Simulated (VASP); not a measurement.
A run of VASP 6.6.1 is set up as follows.

File INCAR:

```
PREC = Accurate
ENCUT = 520
EDIFF = 1E-6
ISMEAR = 0
SIGMA = 0.02
LREAL = F
LASPH = T
NELM = 60
ALGO = Normal
ISIF = 2
LWAVE = F
LCHARG = F
GGA = PE
NBANDS = 46
```

Contents of KPOINTS:

```
Automatic mesh
0
Gamma
  2 2 4
```

POSCAR

```
ZnO
1.0
    5.6059893293      0.0000000000      0.0000000000
    0.0000000000      5.6059893293      0.0000000000
    0.0000000000      0.0000000000      3.2804016228
Zn O
4 4
Direct
    0.1816912305      0.1816912305      0.5000000000
    0.8183087695      0.8183087695      0.5000000000
    0.6816912305      0.3183087695      0.0000000000
    0.3183087695      0.6816912305      0.0000000000
    0.8184085795      0.1815914205      0.5000000000
    0.1815914205      0.8184085795      0.5000000000
    0.6815914205      0.6815914205      0.0000000000
    0.3184085795      0.3184085795      0.0000000000
```

Potentials or basis: VASP PAW PBE potentials, release 64 (Zn, O).

The run is started by

```sh
$ cat potpaw_PBE.64/Zn/POTCAR potpaw_PBE.64/O/POTCAR > POTCAR
$ mpirun -np 1 vasp_std > vasp.out
```

(1) Estimate the largest force.

(2) Estimate the band gap on the k mesh.

(3) Estimate the pressure.

Answers

(1) 0.006 eV/Å.

(2) 0.74 eV.

(3) 0.9 GPa.

Caveat: the k points lie up to 0.56 Å⁻¹ apart.
